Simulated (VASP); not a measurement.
Write the native input for VASP 6.6.1 that does the following.

```
Task                   : single point
Functional             : PBE
Potentials or basis    : VASP PAW PBE potentials, release 64 (Bi_d, Te)
Cutoff                 : 520 eV
k mesh                 : 6 × 6 × 6
Occupations            : gaussian, width 0.05 eV
Spin                   : no spin polarisation
Dipole correction      : no
Further INCAR settings : ALGO = Normal; EDIFF = 1e-07; NBANDS = 24
```

The structure of BiTe3 lies in POSCAR:

```
BiTe3
1.0
    6.1790706967      0.0000000000      0.0000000000
    0.0000000000      6.1790706967      0.0000000000
    0.0000000000      0.0000000000      6.1790706967
Bi Te
1 3
Direct
    0.0000000000      0.0000000000      0.0000000000
    0.5000000000      0.0000000000      0.0000000000
    0.0000000000      0.0000000000      0.5000000000
    0.0000000000      0.5000000000      0.0000000000
```

One way to write it, as run:

INCAR

```
  ALGO = Normal
  EDIFF = 1E-7
  ENCUT = 520
  GGA = PE
  ISIF = 2
  ISMEAR = 0
  LASPH = T
  LCHARG = T
  LELF = T
  LREAL = F
  LVHAR = T
  LWAVE = F
  NBANDS = 24
  NELM = 60
  PREC = Accurate
  SIGMA = 0.05
```

KPOINTS

```
k-points
0
Gamma
  6 6 6
```

Potentials or basis: VASP PAW PBE potentials, release 64 (Bi_d, Te).

Launch:

```console
$ cat potpaw_PBE.64/Bi_d/POTCAR potpaw_PBE.64/Te/POTCAR > POTCAR
$ mpirun -np 1 vasp_std > vasp.out
```

Results of the run:

| Item | Value |
| --- | --- |
| Pressure | -1.2 GPa |
| Band gap on the k mesh | zero (an odd number of electrons rules out a gap without spin polarisation) |

Caveat: spin-orbit coupling is left out, which moves the levels of the heavy elements.

Wall time 2.1 min on 1 thread of Intel Xeon 8259CL (shared host), peak memory 0.38 GiB.
